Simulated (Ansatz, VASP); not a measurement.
## Tl in VASP and in Ansatz

The input POSCAR:

```
Tl
1.0
    0.0000000000      2.4633505796      2.4633505796
    2.4633505796      0.0000000000      2.4633505796
    2.4633505796      2.4633505796      0.0000000000
Tl
1
Direct
    0.0000000000      0.0000000000      0.0000000000
```

INCAR.step1

```
ALGO     = Normal         # electronic algorithm
EDIFF    = 1E-4           # SCF threshold, eV
ENCUT    = 520            # plane-wave cutoff, eV
GGA      = PE             # functional
ISMEAR   = -1             # smearing method
LASPH    = True           # aspherical terms in the spheres
LCHARG   = False          # write CHGCAR
LREAL    = False          # projectors in reciprocal space
LWAVE    = True           # write WAVECAR
NBANDS   = 12             # bands
NELM     = 100            # most SCF steps
PREC     = Accurate       # precision mode
SIGMA    = 0.1            # smearing width, eV
```

The input INCAR.step2:

```
ALGO     = Normal         # electronic algorithm
EDIFF    = 1E-6           # SCF threshold, eV
ENCUT    = 520            # plane-wave cutoff, eV
ISIF     = 2              # what is computed and relaxed
ISMEAR   = -1             # smearing method
ISTART   = 1            
LASPH    = True           # aspherical terms in the spheres
LCHARG   = False          # write CHGCAR
LMIXTAU  = True         
LREAL    = False          # projectors in reciprocal space
LWAVE    = False          # write WAVECAR
METAGGA  = R2SCAN         # meta-GGA
NBANDS   = 12             # bands
NELM     = 100            # most SCF steps
PREC     = Accurate       # precision mode
SIGMA    = 0.1            # smearing width, eV
```

File KPOINTS:

```
k-points
0
Gamma
  12 12 12
```

Input for Ansatz:

```yaml
crystal:
  lattice:
    - [0.0, 2.4633505796, 2.4633505796]
    - [2.4633505796, 0.0, 2.4633505796]
    - [2.4633505796, 2.4633505796, 0.0]
  atoms:
    - { symbol: Tl, position: [0.0, 0.0, 0.0] }
hamiltonian:
  xc: r2scan
  pseudopotentials:
    kind: paw
    azcp:
      Tl: "pseudopotentials/Tl.paw.azcp"
basis:
  ecutwfc: 500
  fft_grid_basis: typed
kpoints:
  mp_grid: { grid: [12, 12, 12], shift: [0, 0, 0] }
magnetization:
  spin_polarized: false
scf:
  occupations: { method: fermi_dirac, width: 0.1 }
  lower_state_search: "off"
output:
  stress: true
```

Alike in both runs: task single point; functional r2SCAN; k mesh 12 × 12 × 12; occupations fermi-dirac, width 0.1 eV; no spin polarisation.

|  | VASP | Ansatz |
| --- | --- | --- |
| version | VASP 6.6.1 | Ansatz 0.2.0 |
| potentials or method | VASP PAW PBE potentials, release 64 (Tl_d), cutoff 520 eV | plane waves (500 eV) with PAW, scalar-relativistic |
| valence electrons in the cell | 13 | 13 |

```csv
,VASP,Ansatz,Ansatz less VASP
pressure (GPa),0.0,0.0,+0.04
```

VASP's potentials were made for PBE, not for r2SCAN.

Neither program's run includes spin-orbit coupling.
